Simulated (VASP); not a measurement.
# MgReO4 (Cmmm) in VASP: further runs

MgReO4 is run at these levels: LDA; tasks: single point.

All numbers are computed with VASP 6.6.1; they aren't measurements. Logs are shortened: lines on timing, memory, paths and dates and some standing lists are left out, and cuts for length are marked.

### Step 1. The cell of the first run

It takes space group Cmmm (No. 65, orthorhombic). The conventional cell has a = 6.523 Å, b = 6.727 Å, c = 3.104 Å, α = 90.00°, β = 90.00°, γ = 90.00°. Within 2.8 Å of Mg (site symmetry mmm) lie 6 O at 2.10 Å. Within 2.5 Å of Re (site symmetry mmm) lie 6 O at 1.85 to 2.00 Å. Within 2.5 Å of O (site symmetry 2mm) lie 1 Re at 1.85 Å and 2 Mg at 2.10 Å. Within 2.7 Å of O (site symmetry m2m) lie 2 Re at 2.00 Å and 1 Mg at 2.10 Å and 1 O at 2.53 Å.

### Step 2. Single point, LDA

The input, INCAR:

```
PREC = Accurate ; ENCUT = 520
EDIFF = 1E-6 ; ISMEAR = 1
SIGMA = 0.05 ; LREAL = False
LASPH = True ; NELM = 100
ALGO = Normal ; ISIF = 2
LWAVE = False ; LCHARG = False
GGA = CA ; NBANDS = 26
```

The input, KPOINTS:

```
Automatic mesh
0
Gamma
  2 2 3
```

The input, POSCAR:

```
MgReO4
1.0
    3.2615590000     -3.3636000000      0.0000000000
    3.2615590000      3.3636000000      0.0000000000
    0.0000000000      0.0000000000      3.1035690000
Mg Re O
1 1 4
Direct
    0.0000000000      0.0000000000      0.0000000000
    0.5000000000      0.5000000000      0.5000000000
    0.2167730000      0.2167730000      0.5000000000
    0.6880160000      0.3119840000      0.0000000000
    0.3119840000      0.6880160000      0.0000000000
    0.7832270000      0.7832270000      0.5000000000
```

Potentials or basis: VASP PAW LDA potentials, release 64 (Mg, Re, O).

Run with:

```sh
$ cat potpaw_LDA.64/Mg/POTCAR potpaw_LDA.64/Re/POTCAR potpaw_LDA.64/O/POTCAR > POTCAR
$ mpirun -np 1 vasp_std > vasp.out
```

OUTCAR:

```text
PREC = Accurate
   ENCUT = 520
   EDIFF = 1E-6
   ISMEAR = 1
   LREAL = False
   LASPH = True
   NELM = 100
   ISIF = 2
   GGA = CA

 ion  position               nearest neighbor table
   1  0.000  0.000  0.000-   4 2.10   5 2.10   3 2.10   6 2.10   3 2.10   6 2.10
   2  0.500  0.500  0.500-   3 1.85   6 1.85   5 2.00   4 2.00   4 2.00   5 2.00
   3  0.217  0.217  0.500-   2 1.85   1 2.10   1 2.10
   4  0.688  0.312  0.000-   2 2.00   2 2.00   1 2.10
   5  0.312  0.688  0.000-   2 2.00   2 2.00   1 2.10
   6  0.783  0.783  0.500-   2 1.85   1 2.10   1 2.10

  LATTYP: Found a base centered orthorhombic cell.
 ALAT       =     6.5231180000
 B/A-ratio  =     1.0312859586
 C/A-ratio  =     0.4757799874

  Lattice vectors:

 A1 = (   3.2615590000,  -3.3636000000,   0.0000000000)
 A2 = (   3.2615590000,   3.3636000000,   0.0000000000)
 A3 = (   0.0000000000,   0.0000000000,   3.1035690000)

Analysis of symmetry for initial positions (statically):
=====================================================================
 Subroutine PRICEL returns:
 Original cell was already a primitive cell.

 Routine SETGRP: Setting up the symmetry group for a
 base centered orthorhombic supercell.

 Subroutine GETGRP returns: Found  8 space group operations
 (whereof  8 operations were pure point group operations)
 out of a pool of  8 trial point group operations.

The static configuration has the point symmetry D_2h.

Analysis of symmetry for dynamics (positions and initial velocities):
=====================================================================
 Subroutine PRICEL returns:
 Original cell was already a primitive cell.

 Routine SETGRP: Setting up the symmetry group for a
 base centered orthorhombic supercell.

 Subroutine GETGRP returns: Found  8 space group operations
 (whereof  8 operations were pure point group operations)
 out of a pool of  8 trial point group operations.

The dynamic configuration has the point symmetry D_2h.

 Subroutine INISYM returns: Found  8 space group operations
 (whereof  8 operations are pure point group operations),
 and found     1 'primitive' translations

----------------------------------------------------------------------------------------

                                     Primitive cell

  volume of cell :      68.0959

  direct lattice vectors                    reciprocal lattice vectors
     3.261559000 -3.363600000  0.000000000     0.153300921 -0.148650256  0.000000000
     3.261559000  3.363600000  0.000000000     0.153300921  0.148650256  0.000000000
     0.000000000  0.000000000  3.103569000     0.000000000  0.000000000  0.322209688

  length of vectors
     4.685250481  4.685250481  3.103569000     0.213537048  0.213537048  0.322209688

  position of ions in fractional coordinates (direct lattice)
     0.000000000  0.000000000  0.000000000
     0.500000000  0.500000000  0.500000000
     0.216773000  0.216773000  0.500000000
     0.688016000  0.311984000  0.000000000
     0.311984000  0.688016000  0.000000000
     0.783227000  0.783227000  0.500000000

  ion indices of the primitive-cell ions
   primitive index   ion index
                 1           1
                 2           2
                 3           3
                 4           4
                 5           5
                 6           6

----------------------------------------------------------------------------------------

 KPOINTS: Automatic mesh

Automatic generation of k-mesh.
 Grid dimensions read from file:
 generate k-points for:    2    2    3

 Generating k-lattice:

  Cartesian coordinates                     Fractional coordinates (reciprocal lattice)
     0.076650461 -0.074325128  0.000000000     0.500000000 -0.000000000  0.000000000
     0.076650461  0.074325128  0.000000000    -0.000000000  0.500000000  0.000000000
     0.000000000  0.000000000  0.107403229     0.000000000  0.000000000  0.333333333

  Length of vectors
     0.106768524  0.106768524  0.107403229

  Shift w.r.t. Gamma in fractional coordinates (k-lattice)
     0.000000000  0.000000000  0.000000000

 Subroutine IBZKPT returns following result:
 ===========================================

 Found      6 irreducible k-points:

 Following reciprocal coordinates:
            Coordinates               Weight
  0.000000  0.000000  0.000000      1.000000
  0.500000  0.000000  0.000000      2.000000
  0.500000  0.500000  0.000000      1.000000
  0.000000  0.000000  0.333333      2.000000
  0.500000  0.000000  0.333333      4.000000
  0.500000  0.500000  0.333333      2.000000
   k-points           NKPTS =      6   k-points in BZ     NKDIM =      6   number of bands    NBANDS=     26
   number of dos      NEDOS =    301   number of ions     NIONS =      6
   total plane-waves  NPLWV =  31104
   dimension x,y,z NGX =    36 NGY =   36 NGZ =   24
   dimension x,y,z NGXF=    72 NGYF=   72 NGZF=   48
   ions per type =               1   1   4
   NGX,Y,Z   is equivalent  to a cutoff of  12.77, 12.77, 12.86 a.u.
   NGXF,Y,Z  is equivalent  to a cutoff of  25.55, 25.55, 25.71 a.u.
 SYSTEM =  unknown system
   PREC   = accura    normal or accurate (medium, high low for compatibility)
   ISTART =      0    job   : 0-new  1-cont  2-samecut
   ICHARG =      2    charge: 1-file 2-atom 10-const
   ISPIN  =      1    spin polarized calculation?
   LNONCOLLINEAR =      F non collinear calculations
   LSORBIT =      F    spin-orbit coupling
   LASPH  =      T    aspherical Exc in radial PAW
   ENCUT  =  520.0 eV  38.22 Ry    6.18 a.u.   8.71  8.71  5.77*2*pi/ulx,y,z
   NELM   =    100;   NELMIN=  2; NELMDL= -5     # of ELM steps
   EDIFF  = 0.1E-05   stopping-criterion for ELM
   LREAL  =      F    real-space projection
   EDIFFG = 0.1E-04   stopping-criterion for IOM
   NSW    =      0    number of steps for IOM
   IBRION =     -1    ionic relax: 0-MD 1-quasi-New 2-CG
   NFREE  =      0    steps in history (QN), initial steepest desc. (CG)
   ISIF   =      2    stress and relaxation
   ISYM   =      2    0-nonsym 1-usesym 2-fastsym
   POTIM  = 0.5000    time-step for ionic-motion
   TEBEG  =    0.0;   TEEND  =   0.0 temperature during run
   PSTRESS=    0.0 pullay stress
   NELECT =      33.0000    total number of electrons
   NUPDOWN=      -1.0000    fix difference up-down
   EMIN   =  10.00;   EMAX   =-10.00  energy-range for DOS
   EFERMI =   0.00;   METHOD = LEGACY
   ISMEAR =     1;   SIGMA  =   0.05  broadening in eV -4-tet -1-fermi 0-gaus
   EFERMI_NEDOS =   21; number of points for ismear=-14 and -15
   IALGO  =     38    algorithm
   IMIX   =      4    mixing-type and parameters
     AMIX     =   0.40;   BMIX     =  1.00
     AMIX_MAG =   1.60;   BMIX_MAG =  1.00
  volume/ion in A,a.u.               =      11.35        76.59
  Fermi-wavevector in a.u.,A,eV,Ry     =   1.285896  2.429991 22.497618  1.653528
  Thomas-Fermi vector in A             =   2.418003
   LORBIT       =      0    0 simple, 1 ext, 2 COOP (PROOUT), +10 PAW based schemes
   GGA     = CA    functional components
   LHFCALC =     F    Hartree Fock is set to
   AEXX    =    0.0000 exact exchange contribution
   IVDW    =     0    specifies the selected vdW correction
   LEPSILON=     F    determine dielectric tensor
   LRPA    =     F    only Hartree local field effects (RPA)
 non-spin polarized calculation
 Methfessel and Paxton  Order N= 1 SIGMA  =   0.05
  energy-cutoff  :      520.00
  volume of cell :       68.10
 maximum number of plane-waves:      1850
 NGX is ok and might be reduce to    36
   NGX = 17   NGY = 17   NGZ = 11

 number of electron      33.0000008 magnetization

 Free energy of the ion-electron system (eV)
  ---------------------------------------------------
  ext. energy  EPLUGINS =         0.00000000
  ---------------------------------------------------
  free energy    TOTEN  =       -50.02032474 eV

  energy without entropy =      -50.01956689  energy(sigma->0) =      -50.02007212

 E-fermi :   3.3255     XC(G=0): -11.2464

 val. band max:        3.2999385251   @ k =   0.0000   0.0000   0.3333
 cond. band min:       3.3556522790   @ k =   0.5000   0.0000   0.3333
 fundamental gap:      0.0557137539
 Fermi energy:         3.3254854849

 k-point     1 :       0.0000    0.0000    0.0000
  band No.  band energies     occupation
      1     -16.4021      2.00000
      2     -15.1361      2.00000
      3     -14.4231      2.00000
      4     -14.1783      2.00000
      5      -4.6274      2.00000
      6      -3.7756      2.00000
[... 18 lines left out ...]
     25      13.7603      0.00000
     26      14.9888      0.00000

 k-point     2 :       0.5000    0.0000    0.0000
  band No.  band energies     occupation
      1     -16.1098      2.00000
      2     -15.1274      2.00000
      3     -14.8427      2.00000
      4     -14.2000      2.00000
      5      -4.3664      2.00000
      6      -3.8065      2.00000
[... 18 lines left out ...]
     25      14.1225      0.00000
     26      14.6719      0.00000

 k-point     3 :       0.5000    0.5000    0.0000
  band No.  band energies     occupation
      1     -15.9533      2.00000
      2     -15.4372      2.00000
      3     -14.5533      2.00000
      4     -14.3058      2.00000
      5      -4.8939      2.00000
      6      -3.8252      2.00000
[... 18 lines left out ...]
     25      14.1274      0.00000
     26      15.0806      0.00000

 k-point     4 :       0.0000    0.0000    0.3333
  band No.  band energies     occupation
      1     -15.5900      2.00000
      2     -15.0324      2.00000
      3     -14.9012      2.00000
      4     -14.0268      2.00000
      5      -4.0741      2.00000
      6      -3.2351      2.00000
[... 18 lines left out ...]
     25      14.7702      0.00000
     26      14.9378      0.00000

 k-point     5 :       0.5000    0.0000    0.3333
  band No.  band energies     occupation
      1     -15.3010      2.00000
      2     -15.1267      2.00000
      3     -14.9092      2.00000
      4     -14.2864      2.00000
      5      -3.6822      2.00000
      6      -3.3068      2.00000
[... 18 lines left out ...]
     25      14.7537      0.00000
     26      15.0403      0.00000

 k-point     6 :       0.5000    0.5000    0.3333
  band No.  band energies     occupation
      1     -15.2713      2.00000
      2     -15.1289      2.00000
      3     -15.0211      2.00000
      4     -14.1307      2.00000
      5      -4.0319      2.00000
      6      -3.8096      2.00000
[... 18 lines left out ...]
     25      13.7327      0.00000
     26      14.6302      0.00000

------------------------ aborting loop because EDIFF is reached ----------------------------------------

  FORCE on cell =-STRESS in cart. coord.  units (eV):
  Direction    XX          YY          ZZ          XY          YZ          ZX
  --------------------------------------------------------------------------------------
  -------------------------------------------------------------------------------------
  Total       -5.1267439     -3.3550118     -7.9204868      0.0000000      0.0000000      0.0000000
  in kB     -120.6233037    -78.9375518   -186.3551811      0.0000000      0.0000000      0.0000000
  external PRESSURE =    -128.6386789 kB  Pullay stress =       0.0000000 kB

 VOLUME and BASIS-vectors are now :
 -----------------------------------------------------------------------------
  energy-cutoff  :      520.00
  volume of cell :       68.10
      direct lattice vectors                 reciprocal lattice vectors
     3.261559000 -3.363600000  0.000000000     0.153300921 -0.148650256  0.000000000
     3.261559000  3.363600000  0.000000000     0.153300921  0.148650256  0.000000000
     0.000000000  0.000000000  3.103569000     0.000000000  0.000000000  0.322209688

 POSITION                                       TOTAL-FORCE (eV/Angst)
 -----------------------------------------------------------------------------------
      0.00000      0.00000      0.00000        -0.000000     -0.000000     -0.000000
      3.26156      0.00000      1.55178        -0.000000     -0.000000     -0.000000
      1.41404      0.00000      1.55178         0.375952     -0.000000     -0.000000
      3.26156     -1.26482      0.00000        -0.000000     -0.117892     -0.000000
      3.26156      1.26482      0.00000        -0.000000      0.117892      0.000000
      5.10908      0.00000      1.55178        -0.375952     -0.000000      0.000000
 -----------------------------------------------------------------------------------
    total drift:                                0.000000      0.000000     -0.000000

  FREE ENERGIE OF THE ION-ELECTRON SYSTEM (eV)
  ---------------------------------------------------
  free  energy   TOTEN  =       -50.0203247373 eV

  energy  without entropy=      -50.0195668946  energy(sigma->0) =      -50.02007212
```

It took 10 s on 1 thread of Intel Xeon Platinum 8375C at 2.90GHz (Ice Lake), shared host; peak memory 0.16 GiB.

What came out:

```yaml
Free_energy: -50.0203 eV
Pressure: -12.9 GPa
Largest_force: 0.376 eV/Å
```

Forces on the atoms (eV/Å):
```
Mg   0.000  0.000  0.000
Re   0.000  0.000  0.000
O    0.376  0.000  0.000
O    0.000 -0.118  0.000
O    0.000  0.118  0.000
O   -0.376  0.000  0.000
```

Stress tensor (GPa, compression positive):
```
-12.06   0.00   0.00
  0.00  -7.89   0.00
  0.00   0.00 -18.64
```

Caveat: the k points lie up to 0.67 Å⁻¹ apart; spin-orbit coupling is left out, which moves the levels of the heavy elements; an odd number of electrons without spin polarisation forces a metal; a magnetic or distorted state may lie lower.

### Step 3. Single point, LDA

The input, INCAR:

```
SYSTEM = MgReO4
ALGO = Normal ; EDIFF = 1E-7
ENCUT = 520 ; GGA = CA
ISIF = 2 ; ISMEAR = 1
LASPH = .TRUE. ; LCHARG = .FALSE.
LREAL = .FALSE. ; LWAVE = .FALSE.
NBANDS = 26 ; NELM = 100
PREC = Accurate ; SIGMA = 0.05
```

The input, KPOINTS:

```
k-points
0
G
  3 3 4
  0 0 0
```

POSCAR is that of step 2.

Potentials or basis: VASP PAW LDA potentials, release 64 (Mg, Re, O).

Run with:

```sh
$ cat potpaw_LDA.64/Mg/POTCAR potpaw_LDA.64/Re/POTCAR potpaw_LDA.64/O/POTCAR > POTCAR
$ mpirun -np 1 vasp_std > vasp.out
```

Run time: 18 s. Hardware: 1 thread of Intel Xeon Platinum 8375C at 2.90GHz (Ice Lake), shared host; peak memory 0.16 GiB.

It converged, with:

```yaml
Free_energy: -50.1500 eV
Pressure: -13.0 GPa
Largest_force: 0.933 eV/Å
```

Forces on the atoms (eV/Å):
```
Mg   0.000  0.000  0.000
Re   0.000  0.000  0.000
O    0.372  0.000  0.000
O    0.000  0.933  0.000
O    0.000 -0.933  0.000
O   -0.372  0.000  0.000
```

Stress tensor (GPa, compression positive):
```
-12.50   0.00   0.00
  0.00 -12.96   0.00
  0.00   0.00 -13.48
```

Levels at points of the mesh, in eV from the Fermi level:
```csv
k point,band 14,band 15,band 16,band 17,band 18,band 19,band 20,band 21
"(0.00, 0.00, 0.00)",-1.83,-1.80,-1.22,-0.50,1.07,1.58,4.77,5.41
"(0.00, 0.00, 0.50)",-2.73,-2.48,-2.39,-0.11,1.36,1.98,4.37,5.61
```

Caveat: the k points lie up to 0.51 Å⁻¹ apart; spin-orbit coupling is left out, which moves the levels of the heavy elements; an odd number of electrons without spin polarisation forces a metal; a magnetic or distorted state may lie lower.

### Step 4. Single point, LDA

The input, INCAR:

```
PREC = Accurate ; ENCUT = 520
EDIFF = 1E-7 ; ISMEAR = 1
SIGMA = 0.05 ; LREAL = False
LASPH = True ; NELM = 100
ALGO = Normal ; ISIF = 2
LWAVE = False ; LCHARG = False
NBANDS = 26
```

The input, KPOINTS:

```
regular mesh
0
Gamma
  4 4 6
```

POSCAR is that of step 3.

Run with:

```sh
$ cat potpaw_LDA.64/Mg/POTCAR potpaw_LDA.64/Re/POTCAR potpaw_LDA.64/O/POTCAR > POTCAR
$ mpirun -np 1 vasp_std > vasp.out
```

Wall time 40 s (1 thread of Intel Xeon Platinum 8375C at 2.90GHz (Ice Lake), shared host); peak memory 0.18 GiB.

Results (log left out):

* Free energy: -50.0344 eV
* Pressure: -12.8 GPa
* Largest force: 0.434 eV/Å

Forces on the atoms (eV/Å):
```
Mg   0.000  0.000  0.000
Re   0.000  0.000  0.000
O    0.391  0.000  0.000
O    0.000  0.434  0.000
O    0.000 -0.434  0.000
O   -0.391  0.000  0.000
```

Stress tensor (GPa, compression positive):
```
-12.41   0.00   0.00
  0.00 -10.28   0.00
  0.00   0.00 -15.58
```

Levels at points of the mesh, in eV from the Fermi level:
```csv
k point,band 14,band 15,band 16,band 17,band 18,band 19,band 20,band 21
"(0.00, 0.00, 0.00)",-2.08,-2.04,-1.46,-0.77,0.79,1.31,4.52,5.14
"(0.50, 0.00, 0.00)",-2.56,-2.30,-1.90,-0.59,0.73,1.36,5.19,5.52
"(0.50, 0.50, 0.00)",-2.81,-2.72,-2.18,-0.59,0.83,1.89,4.16,5.16
"(0.00, 0.00, 0.50)",-2.99,-2.72,-2.64,-0.43,1.09,1.70,4.09,5.35
"(0.50, 0.00, 0.50)",-2.60,-2.51,-2.42,-0.40,0.71,1.04,4.05,6.65
"(0.50, 0.50, 0.50)",-2.46,-2.25,-1.98,-0.35,0.72,0.77,3.98,6.27
```

Caveat: spin-orbit coupling is left out, which moves the levels of the heavy elements; an odd number of electrons without spin polarisation forces a metal; a magnetic or distorted state may lie lower.

### Step 5. Single point, LDA

The input, INCAR:

```
  PREC = Accurate
  ENCUT = 520
  EDIFF = 1E-6
  ISMEAR = 1
  SIGMA = 0.05
  LREAL = F
  LASPH = T
  NELM = 60
  ALGO = Normal
  ISIF = 2
  LWAVE = F
  LCHARG = T
  GGA = CA
  LELF = T
  LVHAR = T
  NBANDS = 26
```

The input, KPOINTS:

```
regular mesh
0
Gamma
  5 5 7
```

POSCAR is that of step 4.

Run with:

```sh
$ cat potpaw_LDA.64/Mg/POTCAR potpaw_LDA.64/Re/POTCAR potpaw_LDA.64/O/POTCAR > POTCAR
$ mpirun -np 1 vasp_std > vasp.out
```

It took 47 s on 1 thread of Intel Xeon Platinum 8375C at 2.90GHz (Ice Lake), shared host; peak memory 0.19 GiB.

It converged, with:

| Property | Result |
| --- | --- |
| Free energy | -50.0296 eV |
| Pressure | -12.6 GPa |
| Largest force | 1.010 eV/Å |

Forces on the atoms (eV/Å):
```
Mg   0.000  0.000  0.000
Re   0.000  0.000  0.000
O    0.388  0.000  0.000
O    0.000  1.010  0.000
O    0.000 -1.010  0.000
O   -0.388  0.000  0.000
```

Stress tensor (GPa, compression positive):
```
-12.59   0.00   0.00
  0.00 -13.31   0.00
  0.00   0.00 -12.01
```

Levels at points of the mesh, in eV from the Fermi level:
| k point | band 13 | band 14 | band 15 | band 16 | band 17 | band 18 | band 19 | band 20 | band 21 | band 22 |
| --- | --- | --- | --- | --- | --- | --- | --- | --- | --- | --- |
| (0.00, 0.00, 0.00) | -2.26 | -1.97 | -1.93 | -1.35 | -0.65 | 0.95 | 1.43 | 4.64 | 5.29 | 6.28 |

Caveat: spin-orbit coupling is left out, which moves the levels of the heavy elements; an odd number of electrons without spin polarisation forces a metal; a magnetic or distorted state may lie lower.

### Step 6. The runs side by side

| k mesh | gap on the mesh (eV) | pressure (GPa) | largest force (eV/Å) |
| --- | --- | --- | --- |
| 2 × 2 × 3 | none | -12.9 | 0.38 |
| 3 × 3 × 4 | none | -13.0 | 0.93 |
| 4 × 4 × 6 | none | -12.8 | 0.43 |
| 5 × 5 × 7 | none | -12.6 | 1.01 |

Alike in all rows: task single point; level LDA; potentials or basis VASP PAW LDA potentials, release 64 (Mg, Re, O); no spin polarisation; cell as given; cutoff (eV) 520; smearing methfessel-paxton 0.05 eV.

Caveats: some runs use coarse meshes; spin-orbit coupling is left out, which moves the levels of the heavy elements; an odd number of electrons without spin polarisation forces a metal; a magnetic or distorted state may lie lower.

Total energies depend on the potentials used, so only differences within one code and one set of settings carry meaning.
